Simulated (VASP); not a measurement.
Runs of VASP 6.6.1 on Re. The structure is that of space group P6_3/mmc (No. 194), or close to it. The cells are those of the table. 

```tsv
task	potentials or basis	cell	cutoff (eV)	gap on the mesh (eV)	pressure (GPa)
single point	VASP PAW PBE potentials, release 64 (Re_sv_GW)	a = 2.690, b = 2.690, c = 4.358 Å, angles 90.0, 90.0, 120.0°, 2 atoms	560	none	38.4
relaxation of cell and atoms	VASP PAW PBE potentials, release 64 (Re)	relaxed from a = 2.750, b = 2.750, c = 4.491 Å, angles 90.0, 90.0, 120.0°, 2 atoms	600	none	0.1
single point	VASP PAW PBE potentials, release 64 (Re_sv_GW)	a = 2.728, b = 2.728, c = 4.415 Å, angles 90.0, 90.0, 120.0°, 2 atoms	560	none	(a)
relaxation of cell and atoms	VASP PAW PBE potentials, release 64 (Re)	relaxed to 60 GPa from a = 2.750, b = 2.750, c = 4.491 Å, angles 90.0, 90.0, 120.0°, 2 atoms	600	none	60.0
relaxation of cell and atoms	VASP PAW PBE potentials, release 64 (Re)	relaxed to 20 GPa from a = 2.750, b = 2.750, c = 4.491 Å, angles 90.0, 90.0, 120.0°, 2 atoms	600	none	20.1
```

Alike in all rows: level PBE; no spin polarisation; k mesh 10 × 10 × 6; smearing fermi-dirac 0.05 eV.

Estimate the missing entries.

(a) 18.5.

Caveats: spin-orbit coupling is left out, which moves the levels of the heavy elements; the cell stands under pressure (at least some runs); the cell is relaxed towards a set pressure, so the run minimises the enthalpy, not the energy (at least some runs).

A k mesh can miss the band edges, and the runs leave out spin-orbit coupling on Re.

A gap of «none» marks levels without a gap at the run's occupations.

The runs don't all hold the same shells in valence.
